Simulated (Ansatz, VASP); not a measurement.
**One calculation of Au, two programs**

```xyz
1
Lattice="0.0000 2.0523 2.0523 2.0523 0.0000 2.0523 2.0523 2.0523 0.0000" Properties=species:S:1:pos:R:3 pbc="T T T"
Au    0.0000    0.0000    0.0000
```

Alike in both runs: task single point; functional PBE; k mesh 7 × 7 × 7; no spin polarisation.

|  | VASP | Ansatz |
| --- | --- | --- |
| version | VASP 6.6.1 | Ansatz 0.2.0 |
| potentials or method | VASP PAW PBE potentials, release 64 (Au), cutoff 500 eV | PAW plane waves |
| occupations | fermi-dirac, width 0.1 eV | fermi-dirac |
| valence electrons in the cell | 11 | 19 |

Ansatz gave:

```
gap on the k mesh at the Fermi level (eV) : none
pressure (GPa)                            : 5.8
```

**Question.** What did VASP give for the same quantities?

**Answer.** gap on the k mesh at the Fermi level (eV): none; pressure (GPa): 5.5.

A gap of «none» marks a metal or a gap that the smearing closes. VASP's potentials hold 11 valence electrons a cell and Ansatz's 19, so a difference there can come from the potentials and not from the codes.

The k mesh is coarse, so the values compare programs but aren't converged. Neither program's run includes spin-orbit coupling.
